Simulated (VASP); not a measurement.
A run of VASP 6.6.1 is set up as follows.

POSCAR

```
ZnO
1.0
    3.2373510200      0.0000000000      0.0000000000
   -1.6186755100      2.8036282300      0.0000000000
    0.0000000000      0.0000000000      5.2220613000
Zn O
2 2
Direct
    0.6666666700      0.3333333300      0.5005917000
    0.3333333300      0.6666666700      0.0005917000
    0.6666666700      0.3333333300      0.8797183000
    0.3333333300      0.6666666700      0.3797183000
```

Contents of INCAR.step1:

```
SYSTEM = ZnO
  PREC = Accurate
  ENCUT = 910
  ISMEAR = 0
  SIGMA = 0.1
  LREAL = .FALSE.
  LASPH = .TRUE.
  NELM = 120
  NBANDS = 26
  GGA = PE
  ALGO = Normal
  EDIFF = 1E-5
  LWAVE = .TRUE.
  LCHARG = .FALSE.
  GGA_COMPAT = .FALSE.
```

Contents of INCAR.step2:

```
SYSTEM = ZnO
  PREC = Accurate
  ENCUT = 910
  EDIFF = 1E-6
  ISMEAR = 0
  SIGMA = 0.1
  LREAL = .FALSE.
  LASPH = .TRUE.
  NELM = 120
  ALGO = Normal
  ISIF = 2
  LWAVE = .FALSE.
  LCHARG = .FALSE.
  METAGGA = R2SCAN
  LMIXTAU = .TRUE.
  NBANDS = 26
  ISTART = 1
  GGA_COMPAT = .FALSE.
```

The input KPOINTS:

```
Automatic mesh
0
G
  6 6 4
  0 0 0
```

Potentials or basis: VASP PAW PBE potentials, release 64 (Zn, O_h).

Command:

```bash
$ cat potpaw_PBE.64/Zn/POTCAR potpaw_PBE.64/O_h/POTCAR > POTCAR
$ cp INCAR.step1 INCAR
$ mpirun -np 1 vasp_std > vasp.out
$ cp INCAR.step2 INCAR
$ mpirun -np 1 vasp_std > vasp.out
```

Predict the band gap on the k mesh.

1.23 eV, direct.

What does it give for the pressure?

0.3 GPa.

Stress tensor (GPa, compression positive):
```
0.32 0.00 0.00
0.00 0.32 0.00
0.00 0.00 0.20
```

Caveat: the cutoff is under 1.25 times the usual one of these potentials, so pressure, stress and relaxed cells hold a basis-set (Pulay) error; the PAW data sets were made with another functional, which shifts forces and pressure a little. r2SCAN opens gaps a little over a GGA but as a rule still falls short of measured ones.
